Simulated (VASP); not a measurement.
# KTaO3 (P4/mmm) in VASP: notebook

Runs on KTaO3. Level: PBEsol. Tasks: single point.

Program: VASP 6.6.1. These are calculated values, not measurements. Logs are shortened: lines on timing, memory, paths and dates and some standing lists are left out, and cuts for length are marked.

## 1. The cell of the first run

Symmetry: P4/mmm, No. 123, tetragonal system. Conventional cell: a = 3.985 Å, b = 3.985 Å, c = 3.766 Å, α = 90.00°, β = 90.00°, γ = 90.00°. K (site symmetry 4/mmm) has 12 O at 2.74 to 2.82 Å and 8 Ta at 3.39 Å within 3.6 Å. Ta (site symmetry 4/mmm) has 6 O at 1.88 to 1.99 Å within 2.5 Å. O (site symmetry mmm) has 2 Ta at 1.99 Å within 2.6 Å. Within 2.5 Å of O (site symmetry 4/mmm) lie 2 Ta at 1.88 Å.

## 2. Single point, PBEsol (normal strain along x +0.0000, normal strain along z -0.0550)

File INCAR:

```
SYSTEM = KTaO3
PREC     = Accurate       ! precision mode
ENCUT    = 520            ! plane-wave cutoff, eV
EDIFF    = 1E-7           ! SCF threshold, eV
ISMEAR   = 0              ! smearing method
SIGMA    = 0.05           ! smearing width, eV
LREAL    = .False.        ! projectors in reciprocal space
LASPH    = .True.         ! aspherical terms in the spheres
NELM     = 100            ! most SCF steps
ALGO     = Normal         ! electronic algorithm
ISIF     = 2              ! what is computed and relaxed
LWAVE    = .False.        ! write WAVECAR
LCHARG   = .True.         ! write CHGCAR
GGA      = PS             ! functional
LELF     = .True.         ! ELF
LVHAR    = .True.       
NBANDS   = 27             ! bands
```

File KPOINTS:

```
Automatic mesh
0
Gamma
  8 8 8
  0 0 0
```

File POSCAR:

```
KTaO3
1.0
    3.9853580911      0.0000000000      0.0000000000
    0.0000000000      3.9853580911      0.0000000000
    0.0000000000      0.0000000000      3.7661633961
K Ta O
1 1 3
Direct
    0.5000000000      0.5000000000      0.5000000000
    0.0000000000      0.0000000000      0.0000000000
    0.5000000000      0.0000000000      0.0000000000
    0.0000000000      0.5000000000      0.0000000000
    0.0000000000      0.0000000000      0.5000000000
```

Potentials or basis: VASP PAW PBE potentials, release 64 (K_sv, Ta_pv, O).

On the command line:

```sh
$ cat potpaw_PBE.64/K_sv/POTCAR potpaw_PBE.64/Ta_pv/POTCAR potpaw_PBE.64/O/POTCAR > POTCAR
$ mpirun -np 1 vasp_std > vasp.out
```

OUTCAR:

```text
SYSTEM = KTaO3
   PREC = Accurate
   ENCUT = 520
   EDIFF = 1E-7
   ISMEAR = 0
   LREAL = .False.
   LASPH = .True.
   NELM = 100
   ISIF = 2
   GGA = PS

 ion  position               nearest neighbor table
   1  0.500  0.500  0.500-   3 2.74   4 2.74   3 2.74   4 2.74   3 2.74   3 2.74   4 2.74   4 2.74
                             5 2.82   5 2.82   5 2.82   5 2.82   2 3.39   2 3.39   2 3.39   2 3.39
   2  0.000  0.000  0.000-   5 1.88   5 1.88   3 1.99   4 1.99   4 1.99   3 1.99   1 3.39   1 3.39
                             1 3.39   1 3.39   1 3.39   1 3.39   1 3.39   1 3.39
   3  0.500  0.000  0.000-   2 1.99   2 1.99   1 2.74   1 2.74   1 2.74   1 2.74
   4  0.000  0.500  0.000-   2 1.99   2 1.99   1 2.74   1 2.74   1 2.74   1 2.74
   5  0.000  0.000  0.500-   2 1.88   2 1.88   1 2.82   1 2.82   1 2.82   1 2.82

  LATTYP: Found a simple tetragonal cell.
 ALAT       =     3.9853580911
 C/A-ratio  =     0.9450000000

  Lattice vectors:

 A1 = (   3.9853580911,   0.0000000000,   0.0000000000)
 A2 = (   0.0000000000,   3.9853580911,   0.0000000000)
 A3 = (   0.0000000000,   0.0000000000,   3.7661633961)

Analysis of symmetry for initial positions (statically):
=====================================================================
 Subroutine PRICEL returns:
 Original cell was already a primitive cell.

 Routine SETGRP: Setting up the symmetry group for a
 simple tetragonal supercell.

 Subroutine GETGRP returns: Found 16 space group operations
 (whereof 16 operations were pure point group operations)
 out of a pool of 16 trial point group operations.

The static configuration has the point symmetry D_4h.

Analysis of symmetry for dynamics (positions and initial velocities):
=====================================================================
 Subroutine PRICEL returns:
 Original cell was already a primitive cell.

 Routine SETGRP: Setting up the symmetry group for a
 simple tetragonal supercell.

 Subroutine GETGRP returns: Found 16 space group operations
 (whereof 16 operations were pure point group operations)
 out of a pool of 16 trial point group operations.

The dynamic configuration has the point symmetry D_4h.

 Subroutine INISYM returns: Found 16 space group operations
 (whereof 16 operations are pure point group operations),
 and found     1 'primitive' translations

----------------------------------------------------------------------------------------

                                     Primitive cell

  volume of cell :      59.8183

  direct lattice vectors                    reciprocal lattice vectors
     3.985358091  0.000000000  0.000000000     0.250918481  0.000000000  0.000000000
     0.000000000  3.985358091  0.000000000     0.000000000  0.250918481  0.000000000
     0.000000000  0.000000000  3.766163396     0.000000000  0.000000000  0.265522203

  length of vectors
     3.985358091  3.985358091  3.766163396     0.250918481  0.250918481  0.265522203

  position of ions in fractional coordinates (direct lattice)
     0.500000000  0.500000000  0.500000000
     0.000000000  0.000000000  0.000000000
     0.500000000  0.000000000  0.000000000
     0.000000000  0.500000000  0.000000000
     0.000000000  0.000000000  0.500000000

  ion indices of the primitive-cell ions
   primitive index   ion index
                 1           1
                 2           2
                 3           3
                 4           4
                 5           5

----------------------------------------------------------------------------------------

 KPOINTS: Automatic mesh

Automatic generation of k-mesh.
 Grid dimensions read from file:
 generate k-points for:    8    8    8

 Generating k-lattice:

  Cartesian coordinates                     Fractional coordinates (reciprocal lattice)
     0.031364810  0.000000000  0.000000000     0.125000000  0.000000000  0.000000000
     0.000000000  0.031364810  0.000000000     0.000000000  0.125000000  0.000000000
     0.000000000  0.000000000  0.033190275     0.000000000  0.000000000  0.125000000

  Length of vectors
     0.031364810  0.031364810  0.033190275

  Shift w.r.t. Gamma in fractional coordinates (k-lattice)
     0.000000000  0.000000000  0.000000000

 Subroutine IBZKPT returns following result:
 ===========================================

 Found     75 irreducible k-points:

 Following reciprocal coordinates:
            Coordinates               Weight
  0.000000  0.000000  0.000000      1.000000
  0.125000  0.000000  0.000000      4.000000
  0.250000  0.000000  0.000000      4.000000
  0.375000  0.000000  0.000000      4.000000
  0.500000  0.000000  0.000000      2.000000
  0.125000  0.125000  0.000000      4.000000
[... 16 lines left out ...]
  0.375000  0.125000  0.125000     16.000000
  0.500000  0.125000  0.125000      8.000000
 [... further k-points ...]
   k-points           NKPTS =     75   k-points in BZ     NKDIM =     75   number of bands    NBANDS=     27
   number of dos      NEDOS =    301   number of ions     NIONS =      5
   total plane-waves  NPLWV =  25200
   dimension x,y,z NGX =    30 NGY =   30 NGZ =   28
   dimension x,y,z NGXF=    60 NGYF=   60 NGZF=   56
   ions per type =               1   1   3
   NGX,Y,Z   is equivalent  to a cutoff of  12.51, 12.51, 12.36 a.u.
   NGXF,Y,Z  is equivalent  to a cutoff of  25.03, 25.03, 24.72 a.u.
 SYSTEM =  KTaO3
   PREC   = accura    normal or accurate (medium, high low for compatibility)
   ISTART =      0    job   : 0-new  1-cont  2-samecut
   ICHARG =      2    charge: 1-file 2-atom 10-const
   ISPIN  =      1    spin polarized calculation?
   LNONCOLLINEAR =      F non collinear calculations
   LSORBIT =      F    spin-orbit coupling
   LASPH  =      T    aspherical Exc in radial PAW
   ENCUT  =  520.0 eV  38.22 Ry    6.18 a.u.   7.41  7.41  7.00*2*pi/ulx,y,z
   NELM   =    100;   NELMIN=  2; NELMDL= -5     # of ELM steps
   EDIFF  = 0.1E-06   stopping-criterion for ELM
   LREAL  =      F    real-space projection
   EDIFFG = 0.1E-05   stopping-criterion for IOM
   NSW    =      0    number of steps for IOM
   IBRION =     -1    ionic relax: 0-MD 1-quasi-New 2-CG
   NFREE  =      0    steps in history (QN), initial steepest desc. (CG)
   ISIF   =      2    stress and relaxation
   ISYM   =      2    0-nonsym 1-usesym 2-fastsym
   POTIM  = 0.5000    time-step for ionic-motion
   TEBEG  =    0.0;   TEEND  =   0.0 temperature during run
   PSTRESS=    0.0 pullay stress
   NELECT =      38.0000    total number of electrons
   NUPDOWN=      -1.0000    fix difference up-down
   EMIN   =  10.00;   EMAX   =-10.00  energy-range for DOS
   EFERMI =   0.00;   METHOD = LEGACY
   ISMEAR =     0;   SIGMA  =   0.05  broadening in eV -4-tet -1-fermi 0-gaus
   EFERMI_NEDOS =   21; number of points for ismear=-14 and -15
   IALGO  =     38    algorithm
   IMIX   =      4    mixing-type and parameters
     AMIX     =   0.40;   BMIX     =  1.00
     AMIX_MAG =   1.60;   BMIX_MAG =  1.00
  volume/ion in A,a.u.               =      11.96        80.73
  Fermi-wavevector in a.u.,A,eV,Ry     =   1.407315  2.659440 26.946833  1.980536
  Thomas-Fermi vector in A             =   2.529587
   LORBIT       =      0    0 simple, 1 ext, 2 COOP (PROOUT), +10 PAW based schemes
   GGA     = PS    functional components
   LHFCALC =     F    Hartree Fock is set to
   AEXX    =    0.0000 exact exchange contribution
   IVDW    =     0    specifies the selected vdW correction
   LEPSILON=     F    determine dielectric tensor
   LRPA    =     F    only Hartree local field effects (RPA)
 non-spin polarized calculation
 Gauss-broadening in eV      SIGMA  =   0.05
  energy-cutoff  :      520.00
  volume of cell :       59.82
 maximum number of plane-waves:      1638
 NGX is ok and might be reduce to    30
   NGX = 15   NGY = 15   NGZ = 15

 number of electron      37.9999978 magnetization

 Free energy of the ion-electron system (eV)
  ---------------------------------------------------
  ext. energy  EPLUGINS =         0.00000000
  ---------------------------------------------------
  free energy    TOTEN  =       -42.56178846 eV

  energy without entropy =      -42.56178846  energy(sigma->0) =      -42.56178846

 E-fermi :   2.3857     XC(G=0): -11.4514

 val. band max:        2.1123378137   @ k =   0.5000   0.5000   0.5000
 cond. band min:       4.2070748123   @ k =   0.0000   0.0000   0.0000
 fundamental gap:      2.0947369986
 Fermi energy:         2.3856743417

 k-point     1 :       0.0000    0.0000    0.0000
  band No.  band energies     occupation
      1     -31.8416      2.00000
      2     -31.6884      2.00000
      3     -31.6884      2.00000
      4     -24.9939      2.00000
      5     -15.8939      2.00000
      6     -14.9353      2.00000
[... 19 lines left out ...]
     26      10.1583      0.00000
     27      10.2908      0.00000

 k-point     2 :       0.1250    0.0000    0.0000
  band No.  band energies     occupation
      1     -31.8410      2.00000
      2     -31.7028      2.00000
      3     -31.6879      2.00000
      4     -24.9884      2.00000
      5     -15.8889      2.00000
      6     -14.8823      2.00000
[... 19 lines left out ...]
     26      10.3761      0.00000
     27      10.5135      0.00000

 k-point     3 :       0.2500    0.0000    0.0000
  band No.  band energies     occupation
      1     -31.8397      2.00000
      2     -31.7372      2.00000
      3     -31.6865      2.00000
      4     -24.9750      2.00000
      5     -15.8902      2.00000
      6     -14.8357      2.00000
[... 19 lines left out ...]
     26      10.9227      0.00000
     27      11.5514      0.00000

 k-point     4 :       0.3750    0.0000    0.0000
  band No.  band energies     occupation
      1     -31.8384      2.00000
      2     -31.7712      2.00000
      3     -31.6852      2.00000
      4     -24.9618      2.00000
      5     -15.9035      2.00000
      6     -14.8311      2.00000
[... 19 lines left out ...]
     26      11.5644      0.00000
     27      12.7966      0.00000
[... 516 lines left out ...]
      4     -24.9654      2.00000
      5     -15.6531      2.00000
      6     -14.7038      2.00000
[... 19 lines left out ...]
     26      11.3857      0.00000
     27      12.0297      0.00000

 k-point    23 :       0.3750    0.1250    0.1250
  band No.  band energies     occupation
      1     -31.8665      2.00000
      2     -31.7689      2.00000
      3     -31.6981      2.00000
      4     -24.9544      2.00000
      5     -15.6536      2.00000
      6     -14.6856      2.00000
[... 19 lines left out ...]
     26      12.0217      0.00000
     27      13.0950      0.00000

 k-point    24 :       0.5000    0.1250    0.1250
  band No.  band energies     occupation
      1     -31.8659      2.00000
      2     -31.7828      2.00000
      3     -31.6975      2.00000
      4     -24.9498      2.00000
      5     -15.6569      2.00000
      6     -14.6838      2.00000
[... 19 lines left out ...]
     26      12.2767      0.00000
     27      13.0526      0.00000

 [... further k-points ...]
[... 5 lines left out ...]
  --------------------------------------------------------------------------------------
  -------------------------------------------------------------------------------------
  Total        2.1494229      2.1494229     13.0958542      0.0000000      0.0000000      0.0000000
  in kB       57.5703151     57.5703151    350.7603993      0.0000000      0.0000000      0.0000000
  external PRESSURE =     155.3003432 kB  Pullay stress =       0.0000000 kB

 VOLUME and BASIS-vectors are now :
 -----------------------------------------------------------------------------
  energy-cutoff  :      520.00
  volume of cell :       59.82
      direct lattice vectors                 reciprocal lattice vectors
     3.985358091  0.000000000  0.000000000     0.250918481  0.000000000  0.000000000
     0.000000000  3.985358091  0.000000000     0.000000000  0.250918481  0.000000000
     0.000000000  0.000000000  3.766163396     0.000000000  0.000000000  0.265522203

 POSITION                                       TOTAL-FORCE (eV/Angst)
 -----------------------------------------------------------------------------------
      1.99268      1.99268      1.88308         0.000000      0.000000      0.000000
      0.00000      0.00000      0.00000         0.000000      0.000000      0.000000
      1.99268      0.00000      0.00000         0.000000      0.000000      0.000000
      0.00000      1.99268      0.00000         0.000000      0.000000      0.000000
      0.00000      0.00000      1.88308         0.000000      0.000000      0.000000
 -----------------------------------------------------------------------------------
    total drift:                                0.000000     -0.000000      0.000000

  FREE ENERGIE OF THE ION-ELECTRON SYSTEM (eV)
  ---------------------------------------------------
  free  energy   TOTEN  =       -42.5617884620 eV

  energy  without entropy=      -42.5617884620  energy(sigma->0) =      -42.56178846
```

Run time: 84 s. Hardware: 1 thread of Intel Xeon 6975P-C, shared host; peak memory 0.25 GiB.

What came out:

```yaml
Free_energy: -42.5618 eV
Pressure: 15.5 GPa
Band_gap_on_the_k_mesh: 2.09 eV, indirect (least direct gap 2.63 eV)
```

Stress tensor (GPa, compression positive):
```
 5.76  0.00  0.00
 0.00  5.76  0.00
 0.00  0.00 35.08
```

Caveat: the cell differs from its parent crystal (normal strain along x +0.0000, normal strain along z -0.0550); the PAW data sets were made with another functional, which shifts forces and pressure a little; spin-orbit coupling is left out, which moves the levels of the heavy elements. A k mesh can miss the band edges.

(Continued in part 2 of 2.)
